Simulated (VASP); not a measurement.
Wanted: the native input for a VASP 6.6.1 run.

* Task: single point
* Functional: PBE
* Potentials or basis: VASP PAW PBE potentials, release 64 (Ir)
* Cutoff: 520 eV
* k mesh: 4 × 4 × 1
* Occupations: gaussian, width 0.1 eV
* Spin: no spin polarisation
* Dipole correction: yes
* Further INCAR settings: LREAL = Auto; ALGO = Fast; EDIFF = 1e-06; NBANDS = 86

The structure of Ir lies in POSCAR:

```
Ir
1.0
    5.4739356049      0.0000000000      0.0000000000
    0.0000000000      5.4739356049      0.0000000000
    0.0000000000      0.0000000000     21.8059854790
Ir
16
Direct
    0.2500000000      0.2500000000      0.3668717476
    0.2500000000      0.7500000000      0.3668717476
    0.7500000000      0.2500000000      0.3668717476
    0.7500000000      0.7500000000      0.3668717476
    0.5000000000      0.5000000000      0.4556239159
    0.5000000000      0.0000000000      0.4556239159
    0.0000000000      0.5000000000      0.4556239159
    0.0000000000      0.0000000000      0.4556239159
    0.7500000000      0.7500000000      0.5449827074
    0.7500000000      0.2500000000      0.5449827074
    0.2500000000      0.7500000000      0.5449827074
    0.2500000000      0.2500000000      0.5449827074
    0.0000000000      0.0000000000      0.6294641367
    0.0000000000      0.5000000000      0.6294641367
    0.5000000000      0.0000000000      0.6294641367
    0.5000000000      0.5000000000      0.6294641367
```

One way to write it, as run:

INCAR

```
SYSTEM = Ir
PREC = Accurate
ENCUT = 520
EDIFF = 1E-6
ISMEAR = 0
SIGMA = 0.1
LREAL = Auto
LASPH = .TRUE.
NELM = 80
ALGO = Fast
ISIF = 2
LWAVE = .FALSE.
LCHARG = .FALSE.
LDIPOL = .TRUE.
IDIPOL = 3
DIPOL = 0.5 0.5 0.499
GGA = PE
NBANDS = 86
```

KPOINTS

```
regular mesh
0
G
  4 4 1
  0 0 0
```

Potentials or basis: VASP PAW PBE potentials, release 64 (Ir).

Launch:

```sh
$ cat potpaw_PBE.64/Ir/POTCAR > POTCAR
$ mpirun -np 1 vasp_std > vasp.out
```

Results of the run:

- Largest force: 0.870 eV/Å
- Band gap on the k mesh: zero (bands 72 and 73 overlap by 0.81 eV)

Caveat: spin-orbit coupling is left out, which moves the levels of the heavy elements.

It took 11 min on 1 thread of Intel(R) Xeon(R) Platinum 8488C (Sapphire Rapids) (shared host), peak memory 0.72 GiB.
